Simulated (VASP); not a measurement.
Write the native input for VASP 6.6.1 that does the following.

```
Task                   : single point
Functional             : RPBE
Dispersion             : D4
Potentials or basis    : VASP PAW PBE potentials, release 64 (Sb)
Cutoff                 : 520 eV
k mesh                 : 8 × 8 × 8
Occupations            : fermi-dirac, width 0.05 eV
Spin                   : no spin polarisation
Dipole correction      : no
Further INCAR settings : ALGO = Normal; EDIFF = 1e-06; NBANDS = 12
```

The structure of Sb lies in POSCAR:

```
Sb
1.0
    2.1451420165      1.2384983207      3.6148433696
   -2.1451420165      1.2384983207      3.6148433696
    0.0000000000     -2.4769966414      3.6148433696
Sb
2
Direct
    0.7619063589      0.7619063589      0.7619063589
    0.2380936411      0.2380936411      0.2380936411
```

The input as run:

INCAR

```
ALGO = Normal ; EDIFF = 1E-6
ENCUT = 520 ; GGA = RP
ISIF = 2 ; ISMEAR = -1
IVDW = 13 ; LASPH = T
LCHARG = F ; LREAL = F
LWAVE = F ; NBANDS = 12
NELM = 60 ; PREC = Accurate
SIGMA = 0.05
```

KPOINTS

```
k-points
0
Gamma
  8 8 8
```

Potentials or basis: VASP PAW PBE potentials, release 64 (Sb).

Run with:

```console
$ cat potpaw_PBE.64/Sb/POTCAR > POTCAR
$ mpirun -np 1 vasp_std > vasp.out
```

Results of the run:

```
Pressure                   : 0.0 GPa
Largest force              : 0.025 eV/Å
Band gap on the k mesh     : zero (band 5 reaches 8.02 eV, above the bottom of band 6 at 7.73 eV)
Dispersion energy per atom : -0.985 eV
```

Caveat: the PAW data sets were made with another functional, which shifts forces and pressure a little; spin-orbit coupling is left out, which moves the levels of the heavy elements; pairwise dispersion overbinds metals, which lowers pressure and volume.

It took 43 s on 1 thread of Intel(R) Xeon(R) Platinum 8375C CPU @ 2.90GHz (Ice Lake) (shared host), peak memory 0.21 GiB.
